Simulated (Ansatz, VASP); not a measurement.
# BN in VASP and in Ansatz

INCAR

```
SYSTEM = BN
PREC = Accurate
ENCUT = 520
EDIFF = 1E-6
ISMEAR = 1
SIGMA = 0.05
LREAL = .FALSE.
LASPH = .TRUE.
NELM = 80
ALGO = Normal
ISIF = 2
LWAVE = .FALSE.
LCHARG = .TRUE.
GGA = PE
IVDW = 12
LELF = .TRUE.
LVHAR = .TRUE.
NBANDS = 16
```

The input KPOINTS:

```
regular mesh
0
G
  12 12 4
  0 0 0
```

Contents of POSCAR:

```
BN
1.0
    2.5061127838      0.0000000000      0.0000000000
   -1.2530563919      2.1703573356      0.0000000000
    0.0000000000      0.0000000000      6.5923998870
B N
2 2
Direct
   -0.1383014547      0.0000000000      0.5000000000
    0.4718745842      0.6666666667      0.0000000000
    0.1378735981      0.0000000000      0.0000000000
    0.5286080042      0.3333333333      0.5000000000
```

Input for Ansatz:

```yaml
crystal:
  lattice:
    - [2.5061127838, 0.0, 0.0]
    - [-1.2530563919, 2.1703573356, 0.0]
    - [0.0, 0.0, 6.592399887]
  atoms:
    - { symbol: B, position: [-0.1383014547, 0.0, 0.5] }
    - { symbol: B, position: [0.4718745842, 0.6666666667, 0.0] }
    - { symbol: "N", position: [0.1378735981, 0.0, 0.0] }
    - { symbol: "N", position: [0.5286080042, 0.3333333333, 0.5] }
basis:
  ecutwfc: 520.0
kpoints:
  mp_grid: { grid: [12, 12, 4] }
hamiltonian:
  xc: pbe
  dispersion: d3bj
scf:
  occupations: { method: methfessel_paxton, width: 0.05 }
output:
  forces: true
  stress: true
  eigenvalues: true
```

Change from the starting cell: mode 4 frozen in at -0.347 Å, normal strain along x +0.0000.

Alike in both runs: task single point; functional PBE; dispersion D3(BJ); k mesh 12 × 12 × 4; occupations methfessel-paxton of order 1, width 0.05 eV; no spin polarisation.

|  | VASP | Ansatz |
| --- | --- | --- |
| version | VASP 6.6.1 | Ansatz 0.2.0 |
| potentials or method | VASP PAW PBE potentials, release 64 (B, N), cutoff 520 eV | scalar-relativistic, plane waves, PAW |
| valence electrons in the cell | 16 | 16 |

Ansatz gave:

* gap on the k mesh at the Fermi level (eV): 3.49
* least direct gap on the mesh (eV): 3.87
* pressure (GPa): 0.2
* traceless stress, the component that is largest in VASP (GPa): 0.71
* rms of the force components (eV/Å): 0.029

Q: Estimate VASP's values.

A: gap on the k mesh at the Fermi level (eV): 3.49; least direct gap on the mesh (eV): 3.86; pressure (GPa): 0.2; traceless stress, the component that is largest in VASP (GPa): 0.53; rms of the force components (eV/Å): 0.029.

Atom by atom the forces differ by 0.000 eV/Å (rms over components).
